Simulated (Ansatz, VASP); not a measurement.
**TePb in VASP and in Ansatz**

The input INCAR:

```
SYSTEM = TePb
PREC = Accurate ; ENCUT = 520
EDIFF = 1E-6 ; ISMEAR = -1
SIGMA = 0.05 ; LREAL = .FALSE.
LASPH = .TRUE. ; NELM = 100
ALGO = Normal ; ISIF = 2
LWAVE = .FALSE. ; LCHARG = .TRUE.
GGA = RE ; LELF = .TRUE.
LVHAR = .TRUE. ; NBANDS = 17
```

File KPOINTS:

```
Automatic mesh
0
G
  7 7 7
  0 0 0
```

POSCAR

```
TePb
1.0
    0.0000000000      3.1873324849      3.1873324849
    3.1873324849      0.0000000000      3.1873324849
    3.1873324849      3.1873324849      0.0000000000
Pb Te
1 1
Direct
    0.0000000000      0.0000000000      0.0000000000
    0.5000000000      0.5000000000      0.5000000000
```

Contents of input.yaml:

```yaml
crystal:
  lattice:
    - [0.0, 3.1873324849, 3.1873324849]
    - [3.1873324849, 0.0, 3.1873324849]
    - [3.1873324849, 3.1873324849, 0.0]
  atoms:
    - { symbol: Pb, position: [0.0, 0.0, 0.0] }
    - { symbol: Te, position: [0.5, 0.5, 0.5] }
hamiltonian:
  xc: revpbe
  pseudopotentials: { kind: paw }
kpoints:
  mp_grid: { grid: [7, 7, 7] }
scf:
  occupations: { method: fermi_dirac, width: 0.05 }
output:
  forces: true
  stress: true
  eigenvalues: true
```

Alike in both runs: task single point; functional revPBE; k mesh 7 × 7 × 7; occupations fermi-dirac, width 0.05 eV; no spin polarisation.

|  | VASP | Ansatz |
| --- | --- | --- |
| version | VASP 6.6.1 | Ansatz 0.2.0 |
| potentials or method | VASP PAW PBE potentials, release 64 (Pb_d, Te) | Ansatz PAW |
| plane-wave cutoff (eV) | 520 | 420 |
| valence electrons in the cell | 20 | 30 |

```csv
,VASP,Ansatz,Ansatz less VASP
pressure (GPa),5.3,5.4,+0.08
```

VASP's potentials were made for PBE, not for revPBE. The functional is the same, so the differences come from potentials, cutoffs and numerics. VASP's potentials hold 20 valence electrons a cell and Ansatz's 30, so a difference there can come from the potentials and not from the codes.

Spin-orbit coupling is off throughout.
